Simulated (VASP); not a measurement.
A run of VASP 6.6.1:

The input POSCAR:

```
Rb2CaYF6
1.0
    0.0000000000      4.4423930000      4.4423930000
    4.4423930000      0.0000000000      4.4423930000
    4.4423930000      4.4423930000      0.0000000000
F Ca Y Rb
6 1 1 2
Direct
    0.7560000000      0.2440000000      0.2440000000
    0.2440000000      0.7560000000      0.2440000000
    0.2440000000      0.7560000000      0.7560000000
    0.7560000000      0.2440000000      0.7560000000
    0.2440000000      0.2440000000      0.7560000000
    0.7560000000      0.7560000000      0.2440000000
    0.5000000000      0.5000000000      0.5000000000
    0.0000000000      0.0000000000      0.0000000000
    0.2500000000      0.2500000000      0.2500000000
    0.7500000000      0.7500000000      0.7500000000
```

Contents of INCAR.step1:

```
SYSTEM = Rb2CaYF6
  ALGO = Normal
  EDIFF = 1E-4
  ENCUT = 520
  GGA = PE
  ISMEAR = -1
  LASPH = .TRUE.
  LCHARG = .FALSE.
  LREAL = .FALSE.
  LWAVE = .TRUE.
  NBANDS = 52
  NELM = 80
  PREC = Accurate
  SIGMA = 0.1
```

INCAR.step2

```
SYSTEM = Rb2CaYF6
  ALGO = Normal
  EDIFF = 1E-6
  ENCUT = 520
  ISIF = 2
  ISMEAR = -1
  ISTART = 1
  LASPH = .TRUE.
  LCHARG = .FALSE.
  LMIXTAU = .TRUE.
  LREAL = .FALSE.
  LWAVE = .FALSE.
  METAGGA = R2SCAN
  NBANDS = 52
  NELM = 80
  PREC = Accurate
  SIGMA = 0.1
```

Contents of KPOINTS:

```
k-points
0
G
  4 4 4
  0 0 0
```

Potentials or basis: VASP PAW PBE potentials, release 64 (F, Ca_sv, Y_sv, Rb_sv).

Command:

```console
$ cat potpaw_PBE.64/F/POTCAR potpaw_PBE.64/Ca_sv/POTCAR potpaw_PBE.64/Y_sv/POTCAR potpaw_PBE.64/Rb_sv/POTCAR > POTCAR
$ cp INCAR.step1 INCAR
$ mpirun -np 1 vasp_std > vasp.out
$ cp INCAR.step2 INCAR
$ mpirun -np 1 vasp_std > vasp.out
```

Hardware: 1 thread of Intel(R) Xeon(R) Platinum 8259CL CPU @ 2.50GHz (Skylake/Cascade Lake) (shared host).

**Question.** Estimate the wall time of this run.

**Answer.** It took 7.8 min on 1 thread of Intel(R) Xeon(R) Platinum 8259CL CPU @ 2.50GHz (Skylake/Cascade Lake), with other jobs on the host, peak memory 0.42 GiB. Counts: k points 8.
